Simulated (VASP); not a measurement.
# RhN: single point with PBE+U

The system is RhN.

```
CELL_PARAMETERS angstrom
2.96283 0.00000 0.00000
-1.48141 2.56588 0.00000
0.00000 0.00000 2.89157
ATOMIC_POSITIONS crystal
Rh 0.00000 0.00000 0.00000
N 0.66667 0.33333 0.50000
```

```
Program                : VASP 6.6.1
Task                   : single point
Functional             : PBE
Potentials or basis    : VASP PAW PBE potentials, release 64 (Rh_pv, N)
Cutoff                 : 520 eV
k mesh                 : 7 × 7 × 7
Occupations            : gaussian, width 0.05 eV
Spin                   : collinear spin, ferromagnetic start
Starting moments       : [0.14, 0.0] μB
Hubbard terms          : Rh d U = 2.0 eV
Dipole correction      : no
Further INCAR settings : ALGO = Normal; EDIFF = 1e-07; NBANDS = 21
```

- Pressure: -13.5 GPa
- Band gap on the k mesh: zero (filled and empty bands overlap)
- Net moment: 0.00 μB per cell
- Valence electrons inside the program's atomic spheres: Rh 13.65; N 3.50

Stress tensor (GPa, compression positive):
```
-12.56   0.00   0.00
  0.00 -12.56   0.00
  0.00   0.00 -15.30
```

Levels at points of the mesh, in eV from the Fermi level:
Spin up:
| k point | band 8 | band 9 | band 10 | band 11 | band 12 | band 13 |
| --- | --- | --- | --- | --- | --- | --- |
| (0.00, 0.00, 0.00) | -2.06 | -0.92 | -0.92 | 1.22 | 1.22 | 3.19 |
Spin down:
| k point | band 7 | band 8 | band 9 | band 10 | band 11 | band 12 | band 13 | band 14 |
| --- | --- | --- | --- | --- | --- | --- | --- | --- |
| (0.00, 0.00, 0.00) | -4.57 | -2.06 | -0.92 | -0.92 | 1.22 | 1.22 | 3.19 | 14.19 |

Eigenvalues of the final occupation matrices:
| site | spin | trace | eigenvalues |
| --- | --- | --- | --- |
| site 1 d | 1 | 3.59 | 0.58 0.58 0.77 0.77 0.88 |
| site 1 d | 2 | 3.59 | 0.58 0.58 0.77 0.77 0.88 |

It took 12 s on 1 thread of Intel(R) Xeon(R) 6975P-C (Granite Rapids), with other jobs on the host, peak memory 0.16 GiB.

The state reached can hang on the start; a lower one may exist.
